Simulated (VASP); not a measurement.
Wanted: the native input for a VASP 6.6.1 run.

| Item | Value |
| --- | --- |
| Task | single point |
| Functional | PBEsol |
| Potentials or basis | VASP PAW PBE potentials, release 64 (Te, Nb_sv) |
| Cutoff | 520 eV |
| k mesh | 8 × 8 × 7 |
| Occupations | fermi-dirac, width 0.05 eV |
| Spin | no spin polarisation |
| Hubbard terms | Nb d U = 6.0 eV |
| Dipole correction | no |
| Further INCAR settings | ALGO = Normal; EDIFF = 1e-06; NBANDS = 16 |

The structure of NbTe lies in POSCAR:

```
NbTe
1.0
    3.7029743866      0.0000000000      0.0000000000
   -1.8514871933      3.2068698884      0.0000000000
    0.0000000000      0.0000000000      3.6942110000
Te Nb
1 1
Direct
    0.6666666667      0.3333333333      0.0000000000
    0.0000000000      0.0000000000      0.5000000000
```

One way to write it, as run:

INCAR

```
SYSTEM = NbTe
PREC = Accurate
ENCUT = 520
EDIFF = 1E-6
ISMEAR = -1
SIGMA = 0.05
LREAL = .False.
LASPH = .True.
NELM = 150
ALGO = Normal
ISIF = 2
LWAVE = .False.
LCHARG = .False.
LMAXMIX = 4
LDAU = .True.
LDAUTYPE = 2
LDAUL = -1 2
LDAUU = 0 6
LDAUJ = 0 0
LDAUPRINT = 1
GGA = PS
NBANDS = 16
```

KPOINTS

```
regular mesh
0
Gamma
  8 8 7
  0 0 0
```

Potentials or basis: VASP PAW PBE potentials, release 64 (Te, Nb_sv).

Run with:

```bash
$ cat potpaw_PBE.64/Te/POTCAR potpaw_PBE.64/Nb_sv/POTCAR > POTCAR
$ mpirun -np 1 vasp_std > vasp.out
```

Results of the run:

The pressure is -0.2 GPa.

Caveat: the PAW data sets were made with another functional, which shifts forces and pressure a little; U without spin polarisation on a metal has little footing; the U is typed as a test and isn't derived for this compound.

Wall time 15 s on 1 thread of AMD EPYC 9R45 96-Core Processor (Zen 5), on a shared host, peak memory 0.14 GiB.
